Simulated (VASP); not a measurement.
A run of VASP 6.6.1:

The input POSCAR:

```
AlN
1.0
    3.1129999989      0.0000000000      0.0000000000
   -1.5564999994      2.6959370810      0.0000000000
    0.0000000000      0.0000000000      4.9810000000
Al N
2 2
Direct
    0.3333333333      0.6666666667      0.0000000000
    0.6666666667      0.3333333333      0.5000000000
    0.3333333333      0.6666666667      0.3800000000
    0.6666666667      0.3333333333      0.8800000000
```

The input INCAR.step1:

```
SYSTEM = AlN
PREC = Accurate ; ENCUT = 500
EDIFF = 1E-8 ; ISMEAR = 0
SIGMA = 0.01 ; LREAL = .FALSE.
LASPH = .TRUE. ; NELM = 80
ALGO = Normal ; LWAVE = .TRUE.
LCHARG = .FALSE. ; GGA = PE
```

Contents of INCAR.step2:

```
SYSTEM = AlN
PREC = Accurate ; ENCUT = 500
EDIFF = 1E-8 ; ISMEAR = 0
SIGMA = 0.01 ; LREAL = .FALSE.
LASPH = .TRUE. ; NELM = 1
ALGO = Exact ; LWAVE = .TRUE.
LCHARG = .FALSE. ; GGA = PE
NBANDS = 108 ; LOPTICS = .TRUE.
ISTART = 1
```

File INCAR.step3:

```
SYSTEM = AlN
PREC = Accurate ; ENCUT = 500
EDIFF = 1E-8 ; ISMEAR = 0
SIGMA = 0.01 ; LREAL = .FALSE.
LASPH = .TRUE. ; ALGO = EVGW0
LWAVE = .FALSE. ; LCHARG = .FALSE.
GGA = PE ; NELMGW = 1
NBANDS = 108 ; ENCUTGW = 100.0
NOMEGA = 48 ; PRECFOCK = Fast
ISTART = 1 ; NBANDSGW = 16
```

The input KPOINTS:

```
regular mesh
0
G
  5 5 3
  0 0 0
```

Potentials or basis: VASP PAW PBE potentials, release 64 (Al_GW, N_GW).

Run with:

```console
$ cat potpaw_PBE.64/Al_GW/POTCAR potpaw_PBE.64/N_GW/POTCAR > POTCAR
$ cp INCAR.step1 INCAR
$ mpirun -np 1 vasp_std > vasp.out
$ cp INCAR.step2 INCAR
$ mpirun -np 1 vasp_std > vasp.out
$ cp INCAR.step3 INCAR
$ mpirun -np 1 vasp_std > vasp.out
```

Hardware: 1 thread of Intel Xeon 8259CL (shared host).

Task: How long does it take, and how much memory?

Result: Wall time 7 min on 1 thread of Intel Xeon 8259CL, with other jobs on the host, peak memory 0.45 GiB. Counts: k points 10.
